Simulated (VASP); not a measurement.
Runs of VASP 6.6.1 on Ca. The structure is that of space group Im-3m (No. 229), or close to it. The cells are those of the table. 

| cell | gap on the mesh (eV) | pressure (GPa) |
| --- | --- | --- |
| a = 3.974 Å, angles 109.5°, 1 atom | none | (b) |
| a = 3.912 Å, angles 109.5°, 1 atom | none | (a) |
| a = 4.005 Å, angles 109.5°, 1 atom | none | -1.8 |
| a = 3.746 Å, angles 109.5°, 1 atom | none | 1.5 |
| a = 3.780 Å, angles 109.5°, 1 atom | none | 1.0 |

Alike in all rows: task single point; level r2SCAN; potentials or basis VASP PAW PBE potentials, release 64 (Ca_sv); no spin polarisation; k mesh 7 × 7 × 7; cutoff (eV) 520; smearing methfessel-paxton 0.15 eV.

Q: Estimate the missing entries.

A: (a) -0.9; (b) -1.5.

Caveats: the PAW data sets were made with another functional, which shifts forces and pressure a little.

A gap of «none» marks levels without a gap at the run's occupations.
